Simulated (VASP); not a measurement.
# Mg2As (Immm) in VASP: single point with PBE

Aim: the single point of Mg2As with PBE.

Program: VASP 6.6.1. These are calculated values, not measurements. Logs are shortened: lines on timing, memory, paths and dates and some standing lists are left out, and cuts for length are marked.

## 1. The cell of the first run

The structure is orthorhombic, space group Immm (No. 71). The conventional cell has a = 3.835 Å, b = 5.609 Å, c = 11.909 Å, α = 90.00°, β = 90.00°, γ = 90.00°. Within 3.6 Å of Mg (site symmetry mm2) lie 4 As at 2.69 to 2.88 Å and 4 Mg at 3.35 Å. Within 3.6 Å of Mg (site symmetry m2m) lie 6 Mg at 2.75 to 3.35 Å and 4 As at 2.92 Å. Within 3.6 Å of As (site symmetry mm2) lie 8 Mg at 2.69 to 2.92 Å and 1 As at 3.43 Å.

## 2. Single point, PBE

The input, INCAR:

```
SYSTEM = Mg2As
  ALGO = Fast
  EDIFF = 1E-7
  ENCUT = 520
  GGA = PE
  ISIF = 2
  ISMEAR = 0
  LASPH = .True.
  LCHARG = .False.
  LREAL = .False.
  LWAVE = .False.
  NBANDS = 18
  NELM = 60
  PREC = Accurate
  SIGMA = 0.1
```

The input, KPOINTS:

```
k-points
0
Gamma
  6 6 6
  0 0 0
```

The input, POSCAR:

```
Mg2As
1.0
   -1.9172630000      2.8046120000      5.9547240000
    1.9172630000     -2.8046120000      5.9547240000
    1.9172630000      2.8046120000     -5.9547240000
Mg As
4 2
Direct
    0.8027680000      0.8027680000      0.0000000000
    0.7449590000      0.5000000000      0.2449590000
    0.2550410000      0.5000000000      0.7550410000
    0.1972320000      0.1972320000      0.0000000000
    0.6440050000      0.1440050000      0.5000000000
    0.3559950000      0.8559950000      0.5000000000
```

Potentials or basis: VASP PAW PBE potentials, release 64 (Mg, As).

The run is started by

```bash
$ cat potpaw_PBE.64/Mg/POTCAR potpaw_PBE.64/As/POTCAR > POTCAR
$ mpirun -np 1 vasp_std > vasp.out
```

OUTCAR:

```text
SYSTEM = Mg2As
   EDIFF = 1E-7
   ENCUT = 520
   GGA = PE
   ISIF = 2
   ISMEAR = 0
   LASPH = .True.
   LREAL = .False.
   NELM = 60
   PREC = Accurate

 ion  position               nearest neighbor table
   1  0.803  0.803  0.000-   5 2.69   5 2.69   6 2.88   6 2.88   2 3.35   2 3.35   3 3.35   3 3.35
                             4 3.62   4 3.62   4 3.62   4 3.62
   2  0.745  0.500  0.245-   3 2.75   3 2.86   5 2.92   6 2.92   5 2.92   6 2.92   1 3.35   1 3.35
                             4 3.35   4 3.35
   3  0.255  0.500  0.755-   2 2.75   2 2.86   6 2.92   5 2.92   6 2.92   5 2.92   4 3.35   4 3.35
                             1 3.35   1 3.35
   4  0.197  0.197  0.000-   6 2.69   6 2.69   5 2.88   5 2.88   3 3.35   3 3.35   2 3.35   2 3.35
                             1 3.62   1 3.62   1 3.62   1 3.62
   5  0.644  0.144  0.500-   1 2.69   1 2.69   4 2.88   4 2.88   2 2.92   3 2.92   2 2.92   3 2.92

   6  0.356  0.856  0.500-   4 2.69   4 2.69   1 2.88   1 2.88   3 2.92   3 2.92   2 2.92   2 2.92

  LATTYP: Found a body centered orthorhombic cell.
 ALAT       =     3.8345260000
 B/A-ratio  =     1.4628206980
 C/A-ratio  =     3.1058461985

  Lattice vectors:

 A1 = (  -1.9172630000,   2.8046120000,   5.9547240000)
 A2 = (   1.9172630000,  -2.8046120000,   5.9547240000)
 A3 = (   1.9172630000,   2.8046120000,  -5.9547240000)

Analysis of symmetry for initial positions (statically):
=====================================================================
 Subroutine PRICEL returns:
 Original cell was already a primitive cell.

 Routine SETGRP: Setting up the symmetry group for a
 body centered orthorhombic supercell.

 Subroutine GETGRP returns: Found  8 space group operations
 (whereof  8 operations were pure point group operations)
 out of a pool of  8 trial point group operations.

The static configuration has the point symmetry D_2h.

Analysis of symmetry for dynamics (positions and initial velocities):
=====================================================================
 Subroutine PRICEL returns:
 Original cell was already a primitive cell.

 Routine SETGRP: Setting up the symmetry group for a
 body centered orthorhombic supercell.

 Subroutine GETGRP returns: Found  8 space group operations
 (whereof  8 operations were pure point group operations)
 out of a pool of  8 trial point group operations.

The dynamic configuration has the point symmetry D_2h.

 Subroutine INISYM returns: Found  8 space group operations
 (whereof  8 operations are pure point group operations),
 and found     1 'primitive' translations

----------------------------------------------------------------------------------------

                                     Primitive cell

  volume of cell :     128.0785

  direct lattice vectors                    reciprocal lattice vectors
    -1.917263000  2.804612000  5.954724000     0.000000000  0.178277780  0.083966948
     1.917263000 -2.804612000  5.954724000     0.260788426  0.000000000  0.083966948
     1.917263000  2.804612000 -5.954724000     0.260788426  0.178277780  0.000000000

  length of vectors
     6.855689885  6.855689885  6.855689885     0.197061957  0.273972720  0.315901203

  position of ions in fractional coordinates (direct lattice)
     0.802768000  0.802768000  0.000000000
     0.744959000  0.500000000  0.244959000
     0.255041000  0.500000000  0.755041000
     0.197232000  0.197232000  0.000000000
     0.644005000  0.144005000  0.500000000
     0.355995000  0.855995000  0.500000000

  ion indices of the primitive-cell ions
   primitive index   ion index
                 1           1
                 2           2
                 3           3
                 4           4
                 5           5
                 6           6

----------------------------------------------------------------------------------------

 KPOINTS: k-points

Automatic generation of k-mesh.
 Grid dimensions read from file:
 generate k-points for:    6    6    6

 Generating k-lattice:

  Cartesian coordinates                     Fractional coordinates (reciprocal lattice)
     0.000000000  0.029712963  0.013994491     0.166666667  0.000000000  0.000000000
     0.043464738  0.000000000  0.013994491     0.000000000  0.166666667  0.000000000
     0.043464738  0.029712963  0.000000000     0.000000000  0.000000000  0.166666667

  Length of vectors
     0.032843660  0.045662120  0.052650200

  Shift w.r.t. Gamma in fractional coordinates (k-lattice)
     0.000000000  0.000000000  0.000000000

 Subroutine IBZKPT returns following result:
 ===========================================

 Found     46 irreducible k-points:

 Following reciprocal coordinates:
            Coordinates               Weight
  0.000000  0.000000  0.000000      1.000000
  0.166667  0.000000 -0.000000      4.000000
  0.333333  0.000000 -0.000000      4.000000
  0.500000  0.000000 -0.000000      2.000000
  0.000000  0.166667 -0.000000      4.000000
  0.166667  0.166667 -0.000000      8.000000
[... 16 lines left out ...]
 -0.166667  0.166667  0.166667      2.000000
  0.166667  0.333333  0.166667      4.000000
 [... further k-points ...]
   k-points           NKPTS =     46   k-points in BZ     NKDIM =     46   number of bands    NBANDS=     18
   number of dos      NEDOS =    301   number of ions     NIONS =      6
   total plane-waves  NPLWV = 157464
   dimension x,y,z NGX =    54 NGY =   54 NGZ =   54
   dimension x,y,z NGXF=   108 NGYF=  108 NGZF=  108
   ions per type =               4   2
   NGX,Y,Z   is equivalent  to a cutoff of  13.09, 13.09, 13.09 a.u.
   NGXF,Y,Z  is equivalent  to a cutoff of  26.19, 26.19, 26.19 a.u.
 SYSTEM =  Mg2As
   PREC   = accura    normal or accurate (medium, high low for compatibility)
   ISTART =      0    job   : 0-new  1-cont  2-samecut
   ICHARG =      2    charge: 1-file 2-atom 10-const
   ISPIN  =      1    spin polarized calculation?
   LNONCOLLINEAR =      F non collinear calculations
   LSORBIT =      F    spin-orbit coupling
   LASPH  =      T    aspherical Exc in radial PAW
   ENCUT  =  520.0 eV  38.22 Ry    6.18 a.u.  12.75 12.75 12.75*2*pi/ulx,y,z
   NELM   =     60;   NELMIN=  2; NELMDL= -5     # of ELM steps
   EDIFF  = 0.1E-06   stopping-criterion for ELM
   LREAL  =      F    real-space projection
   EDIFFG = 0.1E-05   stopping-criterion for IOM
   NSW    =      0    number of steps for IOM
   IBRION =     -1    ionic relax: 0-MD 1-quasi-New 2-CG
   NFREE  =      0    steps in history (QN), initial steepest desc. (CG)
   ISIF   =      2    stress and relaxation
   ISYM   =      2    0-nonsym 1-usesym 2-fastsym
   POTIM  = 0.5000    time-step for ionic-motion
   TEBEG  =    0.0;   TEEND  =   0.0 temperature during run
   PSTRESS=    0.0 pullay stress
   NELECT =      18.0000    total number of electrons
   NUPDOWN=      -1.0000    fix difference up-down
   EMIN   =  10.00;   EMAX   =-10.00  energy-range for DOS
   EFERMI =   0.00;   METHOD = LEGACY
   ISMEAR =     0;   SIGMA  =   0.10  broadening in eV -4-tet -1-fermi 0-gaus
   EFERMI_NEDOS =   21; number of points for ismear=-14 and -15
   IALGO  =     68    algorithm
   IMIX   =      4    mixing-type and parameters
     AMIX     =   0.40;   BMIX     =  1.00
     AMIX_MAG =   1.60;   BMIX_MAG =  1.00
  volume/ion in A,a.u.               =      21.35       144.05
  Fermi-wavevector in a.u.,A,eV,Ry     =   0.851152  1.608443  9.856866  0.724459
  Thomas-Fermi vector in A             =   1.967240
   LORBIT       =      0    0 simple, 1 ext, 2 COOP (PROOUT), +10 PAW based schemes
   GGA     = PE    functional components
   LHFCALC =     F    Hartree Fock is set to
   AEXX    =    0.0000 exact exchange contribution
   IVDW    =     0    specifies the selected vdW correction
   LEPSILON=     F    determine dielectric tensor
   LRPA    =     F    only Hartree local field effects (RPA)
 non-spin polarized calculation
 RMM-DIIS sequential band-by-band and
 Gauss-broadening in eV      SIGMA  =   0.10
  energy-cutoff  :      520.00
  volume of cell :      128.08
 maximum number of plane-waves:      3468
 NGX is ok and might be reduce to    54
   NGX = 25   NGY = 25   NGZ = 25

 number of electron      17.9999999 magnetization

 Free energy of the ion-electron system (eV)
  ---------------------------------------------------
  ext. energy  EPLUGINS =         0.00000000
  ---------------------------------------------------
  free energy    TOTEN  =       -17.51507786 eV

  energy without entropy =      -17.50925634  energy(sigma->0) =      -17.51216710

 E-fermi :   3.5528     XC(G=0):  -9.0926

 val. band max:        3.5356740337   @ k =  -0.3333  -0.1667   0.1667
 cond. band min:       3.5597034242   @ k =   0.5000  -0.1667   0.1667
 fundamental gap:      0.0240293905
 Fermi energy:         3.5528423629

 k-point     1 :       0.0000    0.0000    0.0000
  band No.  band energies     occupation
      1      -7.9654      2.00000
      2      -6.5398      2.00000
      3      -1.2539      2.00000
      4       0.0142      2.00000
      5       0.4500      2.00000
      6       0.5708      2.00000
[... 10 lines left out ...]
     17      10.0252      0.00000
     18      10.6121      0.00000

 k-point     2 :       0.1667    0.0000   -0.0000
  band No.  band energies     occupation
      1      -7.8931      2.00000
      2      -6.6173      2.00000
      3      -1.2429      2.00000
      4      -0.7671      2.00000
      5      -0.0626      2.00000
      6       1.6104      2.00000
[... 10 lines left out ...]
     17      10.1397      0.00000
     18      10.3321      0.00000

 k-point     3 :       0.3333    0.0000   -0.0000
  band No.  band energies     occupation
      1      -7.7127      2.00000
      2      -6.8055      2.00000
      3      -1.6015      2.00000
      4      -1.3483      2.00000
      5       0.2973      2.00000
      6       2.4145      2.00000
[... 412 lines left out ...]
 k-point    23 :      -0.1667    0.1667    0.1667
  band No.  band energies     occupation
      1      -7.3106      2.00000
      2      -6.2349      2.00000
      3      -0.8966      2.00000
      4      -0.3222      2.00000
      5      -0.0755      2.00000
      6       0.8424      2.00000
[... 10 lines left out ...]
     17       9.2048      0.00000
     18       9.6011      0.00000

 k-point    24 :       0.1667    0.3333    0.1667
  band No.  band energies     occupation
      1      -6.8260      2.00000
      2      -6.2600      2.00000
      3      -1.5733      2.00000
      4      -0.8123      2.00000
      5       0.1172      2.00000
      6       0.8389      2.00000
[... 10 lines left out ...]
     17       9.5189      0.00000
     18       9.5962      0.00000

 [... further k-points ...]
[... 5 lines left out ...]
  --------------------------------------------------------------------------------------
  -------------------------------------------------------------------------------------
  Total       -0.2974217      0.1341010     -0.4430977      0.0000000      0.0000000      0.0000000
  in kB       -3.7205495      1.6775156     -5.5428613      0.0000000      0.0000000      0.0000000
  external PRESSURE =      -2.5286317 kB  Pullay stress =       0.0000000 kB

 VOLUME and BASIS-vectors are now :
 -----------------------------------------------------------------------------
  energy-cutoff  :      520.00
  volume of cell :      128.08
      direct lattice vectors                 reciprocal lattice vectors
    -1.917263000  2.804612000  5.954724000     0.000000000  0.178277780  0.083966948
     1.917263000 -2.804612000  5.954724000     0.260788426  0.000000000  0.083966948
     1.917263000  2.804612000 -5.954724000     0.260788426  0.178277780  0.000000000

 POSITION                                       TOTAL-FORCE (eV/Angst)
 -----------------------------------------------------------------------------------
      0.00000      0.00000      9.56052         0.000000     -0.000000      0.050062
     -0.00000      1.37403      5.95472         0.000000      0.103515      0.000000
      1.91726      1.43058      0.00000         0.000000     -0.103515      0.000000
      0.00000      0.00000      2.34892        -0.000000     -0.000000     -0.050062
      0.00000      2.80461      1.71502        -0.000000     -0.000000     -0.071119
      1.91726      0.00000      4.23970        -0.000000     -0.000000      0.071119
 -----------------------------------------------------------------------------------
    total drift:                                0.000000      0.000000     -0.000000

  FREE ENERGIE OF THE ION-ELECTRON SYSTEM (eV)
  ---------------------------------------------------
  free  energy   TOTEN  =       -17.5150778559 eV

  energy  without entropy=      -17.5092563407  energy(sigma->0) =      -17.51216710
```

Run time: 1.9 min. Hardware: 1 thread of Intel Xeon 6975P-C (Granite Rapids), shared host; peak memory 0.44 GiB.

What came out:

* Free energy: -17.5151 eV
* Pressure: -0.3 GPa
* Largest force: 0.104 eV/Å
* Band gap on the k mesh: zero (band 9 reaches 3.85 eV, above the bottom of band 10 at 3.20 eV)

Forces in eV/Å, atoms in the order of the input:
```
Mg   0.000  0.000  0.050
Mg   0.000  0.104  0.000
Mg   0.000 -0.104  0.000
Mg   0.000  0.000 -0.050
As   0.000  0.000 -0.071
As   0.000  0.000  0.071
```

Levels at points of the mesh, in eV from the Fermi level:
```
           k point  band 6  band 7  band 8  band 9  band 10  band 11  band 12  band 13
(0.00, 0.00, 0.00)   -2.98   -2.39   -0.58   -0.52     1.63     2.15     3.22     4.39
(0.50, 0.00, 0.00)   -1.56   -0.77   -0.13   -0.09     1.83     2.19     3.20     3.40
(0.00, 0.50, 0.00)   -2.57   -1.93   -1.17   -0.69    -0.35     0.96     1.65     1.93
(0.50, 0.50, 0.00)   -3.44   -2.10   -1.63   -1.53     0.67     1.83     2.15     3.78
(0.50, 0.50, 0.50)   -1.74   -1.70   -1.16    0.29     0.37     1.73     2.07     2.86
```
